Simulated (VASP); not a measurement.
# RbOs2 (I4/mmm) in VASP: single point with PBE

Aim: the single point of RbOs2 with PBE.

Program: VASP 6.6.1. These are calculated values, not measurements. Logs are shortened: lines on timing, memory, paths and dates and some standing lists are left out, and cuts for length are marked.

### 1 The cell of the first run

It takes space group I4/mmm (No. 139, tetragonal). Conventional cell: a = 4.334 Å, b = 4.334 Å, c = 7.961 Å, α = 90.00°, β = 90.00°, γ = 90.00°. Within 3.8 Å of Rb (site symmetry 4/mmm) lie 10 Os at 2.88 to 3.26 Å. Os (site symmetry 4mm) has 1 Os at 2.20 Å and 1 Rb at 2.88 Å within 2.9 Å.

### 2 Single point, PBE

Input file INCAR:

```
PREC     = Accurate       # precision mode
ENCUT    = 520            # plane-wave cutoff, eV
EDIFF    = 1E-6           # SCF threshold, eV
ISMEAR   = 0              # smearing method
SIGMA    = 0.1            # smearing width, eV
LREAL    = False          # projectors in reciprocal space
LASPH    = True           # aspherical terms in the spheres
NELM     = 100            # most SCF steps
ALGO     = Fast           # electronic algorithm
ISIF     = 2              # what is computed and relaxed
LWAVE    = False          # write WAVECAR
LCHARG   = True           # write CHGCAR
GGA      = PE             # functional
LELF     = True           # ELF
LVHAR    = True         
NBANDS   = 20             # bands
```

Input file KPOINTS:

```
Automatic mesh
0
Gamma
  16 16 16
```

Input file POSCAR:

```
RbOs2
1.0
   -2.1670710062      2.1670710062      3.9807227295
    2.1670710062     -2.1670710062      3.9807227295
    2.1670710062      2.1670710062     -3.9807227295
Rb Os
1 2
Direct
    0.0000000000      0.0000000000      0.0000000000
    0.6379250938      0.6379250938      0.0000000000
    0.3620749062      0.3620749062      0.0000000000
```

Potentials or basis: VASP PAW PBE potentials, release 64 (Rb_sv, Os).

Command:

```
$ cat potpaw_PBE.64/Rb_sv/POTCAR potpaw_PBE.64/Os/POTCAR > POTCAR
$ mpirun -np 1 vasp_std > vasp.out
```

OUTCAR:

```text
PREC = Accurate
   ENCUT = 520
   EDIFF = 1E-6
   ISMEAR = 0
   LREAL = False
   LASPH = True
   NELM = 100
   ISIF = 2
   GGA = PE

 ion  position               nearest neighbor table
   1  0.000  0.000  0.000-   2 2.88   3 2.88   2 3.26   3 3.26   2 3.26   2 3.26   2 3.26   3 3.26
                             3 3.26   3 3.26
   2  0.638  0.638  0.000-   3 2.20   1 2.88   1 3.26   1 3.26   1 3.26   1 3.26
   3  0.362  0.362  0.000-   2 2.20   1 2.88   1 3.26   1 3.26   1 3.26   1 3.26

  LATTYP: Found a body centered tetragonal cell.
 ALAT       =     4.3341420124
 C/A-ratio  =     1.8369138427

  Lattice vectors:

 A1 = (  -2.1670710062,   2.1670710062,   3.9807227295)
 A2 = (   2.1670710062,  -2.1670710062,   3.9807227295)
 A3 = (   2.1670710062,   2.1670710062,  -3.9807227295)

Analysis of symmetry for initial positions (statically):
=====================================================================
 Subroutine PRICEL returns:
 Original cell was already a primitive cell.

 Routine SETGRP: Setting up the symmetry group for a
 body centered tetragonal supercell.

 Subroutine GETGRP returns: Found 16 space group operations
 (whereof 16 operations were pure point group operations)
 out of a pool of 16 trial point group operations.

The static configuration has the point symmetry D_4h.

Analysis of symmetry for dynamics (positions and initial velocities):
=====================================================================
 Subroutine PRICEL returns:
 Original cell was already a primitive cell.

 Routine SETGRP: Setting up the symmetry group for a
 body centered tetragonal supercell.

 Subroutine GETGRP returns: Found 16 space group operations
 (whereof 16 operations were pure point group operations)
 out of a pool of 16 trial point group operations.

The dynamic configuration has the point symmetry D_4h.

 Subroutine INISYM returns: Found 16 space group operations
 (whereof 16 operations are pure point group operations),
 and found     1 'primitive' translations

----------------------------------------------------------------------------------------

                                     Primitive cell

  volume of cell :      74.7770

  direct lattice vectors                    reciprocal lattice vectors
    -2.167071006  2.167071006  3.980722730     0.000000000  0.230726173  0.125605332
     2.167071006 -2.167071006  3.980722730     0.230726173  0.000000000  0.125605332
     2.167071006  2.167071006 -3.980722730     0.230726173  0.230726173  0.000000000

  length of vectors
     5.023798059  5.023798059  5.023798059     0.262699955  0.262699955  0.326296083

  position of ions in fractional coordinates (direct lattice)
     0.000000000  0.000000000  0.000000000
     0.637925094  0.637925094  0.000000000
     0.362074906  0.362074906  0.000000000

  ion indices of the primitive-cell ions
   primitive index   ion index
                 1           1
                 2           2
                 3           3

----------------------------------------------------------------------------------------

 KPOINTS: Automatic mesh

Automatic generation of k-mesh.
 Grid dimensions read from file:
 generate k-points for:   16   16   16

 Generating k-lattice:

  Cartesian coordinates                     Fractional coordinates (reciprocal lattice)
     0.000000000  0.014420386  0.007850333     0.062500000  0.000000000  0.000000000
     0.014420386  0.000000000  0.007850333     0.000000000  0.062500000  0.000000000
     0.014420386  0.014420386  0.000000000     0.000000000  0.000000000  0.062500000

  Length of vectors
     0.016418747  0.016418747  0.020393505

  Shift w.r.t. Gamma in fractional coordinates (k-lattice)
     0.000000000  0.000000000  0.000000000

 Subroutine IBZKPT returns following result:
 ===========================================

 Found    349 irreducible k-points:

 Following reciprocal coordinates:
            Coordinates               Weight
  0.000000  0.000000  0.000000      1.000000
  0.062500 -0.000000  0.000000      8.000000
  0.125000 -0.000000  0.000000      8.000000
  0.187500  0.000000 -0.000000      8.000000
  0.250000 -0.000000  0.000000      8.000000
  0.312500 -0.000000  0.000000      8.000000
[... 16 lines left out ...]
 -0.125000  0.062500 -0.000000     16.000000
 -0.062500  0.062500  0.000000      4.000000
 [... further k-points ...]
   k-points           NKPTS =    349   k-points in BZ     NKDIM =    349   number of bands    NBANDS=     20
   number of dos      NEDOS =    301   number of ions     NIONS =      3
   total plane-waves  NPLWV =  64000
   dimension x,y,z NGX =    40 NGY =   40 NGZ =   40
   dimension x,y,z NGXF=    80 NGYF=   80 NGZF=   80
   ions per type =               1   2
   NGX,Y,Z   is equivalent  to a cutoff of  13.24, 13.24, 13.24 a.u.
   NGXF,Y,Z  is equivalent  to a cutoff of  26.47, 26.47, 26.47 a.u.
 SYSTEM =  unknown system
   PREC   = accura    normal or accurate (medium, high low for compatibility)
   ISTART =      0    job   : 0-new  1-cont  2-samecut
   ICHARG =      2    charge: 1-file 2-atom 10-const
   ISPIN  =      1    spin polarized calculation?
   LNONCOLLINEAR =      F non collinear calculations
   LSORBIT =      F    spin-orbit coupling
   LASPH  =      T    aspherical Exc in radial PAW
   ENCUT  =  520.0 eV  38.22 Ry    6.18 a.u.   9.34  9.34  9.34*2*pi/ulx,y,z
   NELM   =    100;   NELMIN=  2; NELMDL= -5     # of ELM steps
   EDIFF  = 0.1E-05   stopping-criterion for ELM
   LREAL  =      F    real-space projection
   EDIFFG = 0.1E-04   stopping-criterion for IOM
   NSW    =      0    number of steps for IOM
   IBRION =     -1    ionic relax: 0-MD 1-quasi-New 2-CG
   NFREE  =      0    steps in history (QN), initial steepest desc. (CG)
   ISIF   =      2    stress and relaxation
   ISYM   =      2    0-nonsym 1-usesym 2-fastsym
   POTIM  = 0.5000    time-step for ionic-motion
   TEBEG  =    0.0;   TEEND  =   0.0 temperature during run
   PSTRESS=    0.0 pullay stress
   NELECT =      25.0000    total number of electrons
   NUPDOWN=      -1.0000    fix difference up-down
   EMIN   =  10.00;   EMAX   =-10.00  energy-range for DOS
   EFERMI =   0.00;   METHOD = LEGACY
   ISMEAR =     0;   SIGMA  =   0.10  broadening in eV -4-tet -1-fermi 0-gaus
   EFERMI_NEDOS =   21; number of points for ismear=-14 and -15
   IALGO  =     68    algorithm
   IMIX   =      4    mixing-type and parameters
     AMIX     =   0.40;   BMIX     =  1.00
     AMIX_MAG =   1.60;   BMIX_MAG =  1.00
  volume/ion in A,a.u.               =      24.93       168.21
  Fermi-wavevector in a.u.,A,eV,Ry     =   1.136228  2.147159 17.565308  1.291014
  Thomas-Fermi vector in A             =   2.272933
   LORBIT       =      0    0 simple, 1 ext, 2 COOP (PROOUT), +10 PAW based schemes
   GGA     = PE    functional components
   LHFCALC =     F    Hartree Fock is set to
   AEXX    =    0.0000 exact exchange contribution
   IVDW    =     0    specifies the selected vdW correction
   LEPSILON=     F    determine dielectric tensor
   LRPA    =     F    only Hartree local field effects (RPA)
 non-spin polarized calculation
 RMM-DIIS sequential band-by-band and
 Gauss-broadening in eV      SIGMA  =   0.10
  energy-cutoff  :      520.00
  volume of cell :       74.78
 maximum number of plane-waves:      2036
 NGX is ok and might be reduce to    40
   NGX = 19   NGY = 19   NGZ = 19

 number of electron      25.0000001 magnetization

 Free energy of the ion-electron system (eV)
  ---------------------------------------------------
  ext. energy  EPLUGINS =         0.00000000
  ---------------------------------------------------
  free energy    TOTEN  =       -15.39551657 eV

  energy without entropy =      -15.36072058  energy(sigma->0) =      -15.37811858

 E-fermi :   3.0546     XC(G=0): -10.3223

 val. band max:        3.0517225931   @ k =  -0.3750  -0.4375   0.1250
 cond. band min:       3.0555146114   @ k =  -0.4375  -0.4375   0.3125
 fundamental gap:      0.0037920183
 Fermi energy:         3.0545748379

 k-point     1 :       0.0000    0.0000    0.0000
  band No.  band energies     occupation
      1     -23.3432      2.00000
      2      -8.1118      2.00000
      3      -7.4477      2.00000
      4      -7.4477      2.00000
      5      -2.4766      2.00000
      6      -0.7562      2.00000
[... 12 lines left out ...]
     19       8.8537      0.00000
     20       9.3303      0.00000

 k-point     2 :       0.0625   -0.0000    0.0000
  band No.  band energies     occupation
      1     -23.3422      2.00000
      2      -8.1174      2.00000
      3      -7.4654      2.00000
      4      -7.4481      2.00000
      5      -2.4154      2.00000
      6      -0.7352      2.00000
[... 12 lines left out ...]
     19       9.2410      0.00000
     20       9.3420      0.00000

 k-point     3 :       0.1250   -0.0000    0.0000
  band No.  band energies     occupation
      1     -23.3396      2.00000
      2      -8.1334      2.00000
      3      -7.5138      2.00000
      4      -7.4492      2.00000
      5      -2.2420      2.00000
      6      -0.6698      2.00000
[... 12 lines left out ...]
     19       9.0350      0.00000
     20       9.9126      0.00000

 k-point     4 :       0.1875    0.0000   -0.0000
  band No.  band energies     occupation
      1     -23.3356      2.00000
      2      -8.1580      2.00000
      3      -7.5805      2.00000
      4      -7.4508      2.00000
      5      -1.9873      2.00000
      6      -0.5514      2.00000
[... 12 lines left out ...]
     19       8.8622      0.00000
     20      10.5536      0.00000

 k-point     5 :       0.2500   -0.0000    0.0000
  band No.  band energies     occupation
      1     -23.3309      2.00000
      2      -8.1882      2.00000
      3      -7.6516      2.00000
      4      -7.4525      2.00000
      5      -1.7018      2.00000
      6      -0.4819      2.00000
[... 12 lines left out ...]
     19       8.6947      0.00000
     20      10.7447      0.00000
[... 353 lines left out ...]
      6      -0.4658      2.00000
[... 12 lines left out ...]
     19       8.7976      0.00000
     20       9.9785      0.00000

 k-point    22 :      -0.1875    0.0625    0.0000
  band No.  band energies     occupation
      1     -23.3357      2.00000
      2      -8.1304      2.00000
      3      -7.5849      2.00000
      4      -7.4651      2.00000
      5      -2.0885      2.00000
      6      -0.5341      2.00000
[... 12 lines left out ...]
     19       8.8709      0.00000
     20       9.9467      0.00000

 k-point    23 :      -0.1250    0.0625   -0.0000
  band No.  band energies     occupation
      1     -23.3394      2.00000
      2      -8.1147      2.00000
      3      -7.5182      2.00000
      4      -7.4635      2.00000
      5      -2.2906      2.00000
      6      -0.6543      2.00000
[... 12 lines left out ...]
     19       9.0328      0.00000
     20      10.0159      0.00000

 k-point    24 :      -0.0625    0.0625    0.0000
  band No.  band energies     occupation
      1     -23.3417      2.00000
      2      -8.1103      2.00000
      3      -7.4734      2.00000
      4      -7.4589      2.00000
      5      -2.4079      2.00000
      6      -0.7182      2.00000
[... 12 lines left out ...]
     19       9.2055      0.00000
     20       9.5821      0.00000

 [... further k-points ...]
[... 5 lines left out ...]
  --------------------------------------------------------------------------------------
  -------------------------------------------------------------------------------------
  Total        0.0226000      0.0226000     -0.4243641      0.0000000      0.0000000      0.0000000
  in kB        0.4842287      0.4842287     -9.0924518      0.0000000      0.0000000      0.0000000
  external PRESSURE =      -2.7079981 kB  Pullay stress =       0.0000000 kB

 VOLUME and BASIS-vectors are now :
 -----------------------------------------------------------------------------
  energy-cutoff  :      520.00
  volume of cell :       74.78
      direct lattice vectors                 reciprocal lattice vectors
    -2.167071006  2.167071006  3.980722730     0.000000000  0.230726173  0.125605332
     2.167071006 -2.167071006  3.980722730     0.230726173  0.000000000  0.125605332
     2.167071006  2.167071006 -3.980722730     0.230726173  0.230726173  0.000000000

 POSITION                                       TOTAL-FORCE (eV/Angst)
 -----------------------------------------------------------------------------------
      0.00000      0.00000      0.00000         0.000000      0.000000     -0.000000
      0.00000      0.00000      5.07881        -0.000000     -0.000000     -0.218861
      0.00000      0.00000      2.88264        -0.000000     -0.000000      0.218861
 -----------------------------------------------------------------------------------
    total drift:                               -0.000000     -0.000000      0.000000

  FREE ENERGIE OF THE ION-ELECTRON SYSTEM (eV)
  ---------------------------------------------------
  free  energy   TOTEN  =       -15.3955165675 eV

  energy  without entropy=      -15.3607205836  energy(sigma->0) =      -15.37811858
```

It took 12 min on 1 thread of Intel Xeon Platinum 8259CL at 2.50GHz (Skylake/Cascade Lake), shared host; peak memory 0.63 GiB.

What came out:

| Item | Value |
| --- | --- |
| Free energy | -15.3955 eV |
| Pressure | -0.3 GPa |
| Largest force | 0.219 eV/Å |
| Band gap on the k mesh | zero (an odd number of electrons rules out a gap without spin polarisation) |

Forces on the atoms (eV/Å):
```
Rb   0.000  0.000  0.000
Os   0.000  0.000 -0.219
Os   0.000  0.000  0.219
```

Caveat: spin-orbit coupling is left out, which moves the levels of the heavy elements.
